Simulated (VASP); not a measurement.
Input of a VASP 6.6.1 run:

The input INCAR:

```
  ALGO = Normal
  EDIFF = 1E-7
  EDIFFG = -0.015
  ENCUT = 750
  GGA = PE
  GGA_COMPAT = F
  IBRION = 2
  ISIF = 3
  ISMEAR = 0
  IVDW = 12
  LASPH = T
  LCHARG = F
  LREAL = F
  LWAVE = F
  NELM = 120
  NELMIN = 4
  NSW = 80
  PREC = Accurate
  SIGMA = 0.1
```

Contents of KPOINTS:

```
k-points
0
Gamma
  8 6 6
```

File POSCAR:

```
Li
1.0
    0.0000000000      0.0000000000     -4.8532487177
   -4.4215098630     -2.5527599097      0.0000000000
   -0.0000000001      5.1055198193      0.0000000000
Li
6
Direct
    0.7500000000      0.6666666667      0.6666666667
    0.7500000000      1.0000000000      0.3333333333
    0.7500000000      0.3333333333      1.0000000000
    0.2500000000      0.3333333333      0.3333333333
    0.2500000000      0.6666666667      1.0000000000
    0.2500000000      1.0000000000      0.6666666667
```

Potentials or basis: VASP PAW PBE potentials, release 64 (Li_sv).

The run is started by

```console
$ cat potpaw_PBE.64/Li_sv/POTCAR > POTCAR
$ mpirun -np 1 vasp_std > vasp.out
```

(1) What does it give for the dispersion energy per atom?

(2) Predict the relaxed cell.

(3) Predict the relaxed volume.

Answers

(1) -0.188 eV.

(2) a = 4.849 Å, b = 5.102 Å, c = 5.102 Å, α = 120.00°, β = 90.00°, γ = 90.00°.

(3) 18.22 Å³/atom.
